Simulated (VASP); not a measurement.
Write the native input for VASP 6.6.1 that does the following.

```yaml
Task: relaxation of cell and atoms
Functional: LDA
Potentials_or_basis: VASP PAW LDA potentials, release 64 (Na_pv, F)
Cutoff: 600 eV
k_mesh: 8 × 8 × 8
Occupations: fermi-dirac, width 0.02 eV
Spin: no spin polarisation
Dipole_correction: no
Further_INCAR_settings: ALGO = Normal; EDIFF = 1e-06; IBRION = 2; EDIFFG = -0.005; NSW = 80; ISIF = 3
```

The structure of NaF lies in POSCAR:

```
NaF
1.0
    0.0000000000      2.5770889018      2.5770889018
    2.5770889018      0.0000000000      2.5770889018
    2.5770889018      2.5770889018      0.0000000000
Na F
1 1
Direct
    0.0000000000      0.0000000000      0.0000000000
    0.2500000000      0.2500000000      0.2500000000
```

The input as run:

INCAR

```
SYSTEM = NaF
PREC     = Accurate       ! precision mode
ENCUT    = 600            ! plane-wave cutoff, eV
EDIFF    = 1E-6           ! SCF threshold, eV
ISMEAR   = -1             ! smearing method
SIGMA    = 0.02           ! smearing width, eV
LREAL    = .False.        ! projectors in reciprocal space
LASPH    = .True.         ! aspherical terms in the spheres
NELM     = 80             ! most SCF steps
ALGO     = Normal         ! electronic algorithm
ISIF     = 3              ! what is computed and relaxed
LWAVE    = .False.        ! write WAVECAR
LCHARG   = .False.        ! write CHGCAR
GGA      = CA             ! functional
IBRION   = 2              ! ionic algorithm
NSW      = 80             ! ionic steps
EDIFFG   = -0.005         ! ionic threshold
```

KPOINTS

```
Automatic mesh
0
Gamma
  8 8 8
  0 0 0
```

Potentials or basis: VASP PAW LDA potentials, release 64 (Na_pv, F).

Run with:

```console
$ cat potpaw_LDA.64/Na_pv/POTCAR potpaw_LDA.64/F/POTCAR > POTCAR
$ mpirun -np 1 vasp_std > vasp.out
```

It gave:

| Quantity | Value |
| --- | --- |
| Relaxed volume | 15.21 Å³/atom |
| Relaxed cell | a = 3.504 Å, b = 3.504 Å, c = 3.504 Å, α = 60.00°, β = 60.00°, γ = 60.00° |
| Space group after relaxing (to 0.1 Å) | F-43m (No. 216) |
| Energy gained by relaxing | 25.4 meV/atom |
| Ionic steps | 4 |
| Pressure after relaxing | 0.0 GPa |
| Band gap on the k mesh | 5.52 eV |

Wall time 22 s on 1 thread of Intel(R) Xeon(R) 6975P-C (Granite Rapids), on a shared host, peak memory 0.15 GiB.
